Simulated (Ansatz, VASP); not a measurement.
AlAs in VASP and in Ansatz

INCAR

```
ALGO = Normal
EDIFF = 1E-6
ENCUT = 500
GGA_COMPAT = False
ISIF = 2
ISMEAR = 0
LASPH = True
LCHARG = True
LELF = True
LREAL = False
LVHAR = True
LWAVE = False
NBANDS = 11
NELM = 120
PREC = Accurate
SIGMA = 0.05
```

Contents of KPOINTS:

```
k-points
0
Gamma
  8 8 8
```

Contents of POSCAR:

```
AlAs
1.0
    0.0000000000      2.8304000000      2.8304000000
    2.8304000000      0.0000000000      2.8304000000
    2.8304000000      2.8304000000      0.0000000000
Al As
1 1
Direct
    0.0000000000      0.0000000000      0.0000000000
    0.7500000000      0.7500000000      0.7500000000
```

Input for Ansatz:

```yaml
crystal:
  lattice:
    - [0.0, 2.8304, 2.8304]
    - [2.8304, 0.0, 2.8304]
    - [2.8304, 2.8304, 0.0]
  atoms:
    - { symbol: Al, position: [0.0, 0.0, 0.0] }
    - { symbol: As, position: [0.75, 0.75, 0.75] }
basis:
  ecutwfc: 420
kpoints:
  mp_grid: { grid: [8, 8, 8] }
hamiltonian:
  xc: lda
scf:
  occupations: { method: gaussian, width: 0.05 }
output:
  forces: true
  stress: true
  eigenvalues: true
```

Alike in both runs: task single point; functional LDA; k mesh 8 × 8 × 8; occupations gaussian, width 0.05 eV; no spin polarisation.

```csv
,VASP,Ansatz
version,VASP 6.6.1,Ansatz 0.2.0
potentials or method,"VASP PAW LDA potentials, release 64 (Al, As), cutoff 500 eV","scalar-relativistic, plane waves, PAW"
valence electrons in the cell,8,18
```

|  | VASP | Ansatz | Ansatz less VASP |
| --- | --- | --- | --- |
| gap on the k mesh at the Fermi level (eV) | 1.34 | 1.35 | +0.013 |
| least direct gap on the mesh (eV) | 1.88 | 1.85 | -0.035 |
| pressure (GPa) | -0.9 | -1.2 | -0.33 |

LDA's correlation is that of Perdew and Zunger in VASP and of Perdew and Wang (1992) in Ansatz. VASP's potentials hold 8 valence electrons a cell and Ansatz's 18, so a difference there can come from the potentials and not from the codes.
